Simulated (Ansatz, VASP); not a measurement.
**Ge in VASP and in Ansatz**

```xyz
4
Lattice="4.1799 0.0000 0.0000 -2.0900 3.6199 0.0000 0.0000 0.0000 6.8933" Properties=species:S:1:pos:R:3 pbc="T T T"
Ge    2.0900    1.2066    0.4310
Ge    0.0000    2.4133    3.8777
Ge    2.0900    1.2066    3.0156
Ge    0.0000    2.4133    6.4623
```

Change from the starting cell: equal strain along all axes, cell held, atoms relaxed: +3.0 %.

Alike in both runs: functional PBE; k mesh 15 × 15 × 8; occupations gaussian, width 0.1 eV; no spin polarisation.

Ansatz relaxed the structure, and its values are those at the end. VASP's run is a single point on that final structure, the one shown.

|  | VASP | Ansatz |
| --- | --- | --- |
| version | VASP 6.6.1 | Ansatz 0.2.0 |
| potentials or method | VASP PAW PBE potentials, release 64 (Ge_d), cutoff 520 eV | scalar-relativistic, plane waves, PAW |
| valence electrons in the cell | 56 | 56 |

```tsv
	VASP	Ansatz	Ansatz less VASP
gap on the k mesh at the Fermi level (eV)	none	none	-
pressure (GPa)	-4.3	-4.3	+0.07
```

A gap of «none» marks a metal or a gap that the smearing closes. Ansatz's warnings: stress scf threshold loose.
